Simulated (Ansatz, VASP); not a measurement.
## Two plane-wave programs on Al

INCAR

```
SYSTEM = Al
ALGO = Fast
EDIFF = 1E-6
ENCUT = 520
GGA = PS
ISIF = 2
ISMEAR = 0
IVDW = 12
LASPH = .True.
LCHARG = .False.
LREAL = .False.
LWAVE = .False.
NBANDS = 14
NELM = 100
PREC = Accurate
SIGMA = 0.15
```

KPOINTS

```
k-points
0
Gamma
  18 18 6
  0 0 0
```

The input POSCAR:

```
Al
1.0
    2.7629351428      0.0000000000      0.0000000000
   -1.3814675714      2.3927720227      0.0000000000
    0.0000000000      0.0000000000      9.0678157309
Al
4
Direct
    0.0000000000      0.0000000000      0.0000000000
    0.3333333333      0.6666666667      0.2500000000
    0.0000000000      0.0000000000      0.5000000000
    0.6666666667      0.3333333333      0.7500000000
```

Input for Ansatz:

```yaml
crystal:
  lattice:
    - [2.7629351428, 0.0, 0.0]
    - [-1.3814675714, 2.3927720227, 0.0]
    - [0.0, 0.0, 9.0678157309]
  atoms:
    - { symbol: Al, position: [0.0, 0.0, 0.0] }
    - { symbol: Al, position: [0.3333333333, 0.6666666667, 0.25] }
    - { symbol: Al, position: [0.0, 0.0, 0.5] }
    - { symbol: Al, position: [0.6666666667, 0.3333333333, 0.75] }
basis:
  ecutwfc: 420
kpoints:
  mp_grid: { grid: [18, 18, 6] }
hamiltonian:
  xc: pbesol
  pseudopotentials: { kind: paw, azcp: { folder: soft_1 } }
  dispersion: d3bj
scf:
  occupations: { method: gaussian, width: 0.15 }
output:
  forces: true
  stress: true
  eigenvalues: true
```

Alike in both runs: task single point; functional PBEsol; dispersion D3(BJ); k mesh 18 × 18 × 6; occupations gaussian, width 0.15 eV; no spin polarisation.

|  | VASP | Ansatz |
| --- | --- | --- |
| version | VASP 6.6.1 | Ansatz 0.2.0 |
| potentials or method | VASP PAW PBE potentials, release 64 (Al), cutoff 520 eV | scalar-relativistic, plane waves, PAW |
| valence electrons in the cell | 12 | 12 |

Ansatz gave:

* gap on the k mesh at the Fermi level (eV): none
* pressure (GPa): 4.0
* traceless stress, the component that is largest in VASP (GPa): -0.05

**Question.** What did VASP give for the same quantities?

**Answer.** gap on the k mesh at the Fermi level (eV): none; pressure (GPa): 4.1; traceless stress, the component that is largest in VASP (GPa): -0.06.

VASP's potentials were made for PBE, not for PBEsol, and Ansatz warns of the same on its side. A gap of «none» marks a metal or a gap that the smearing closes.
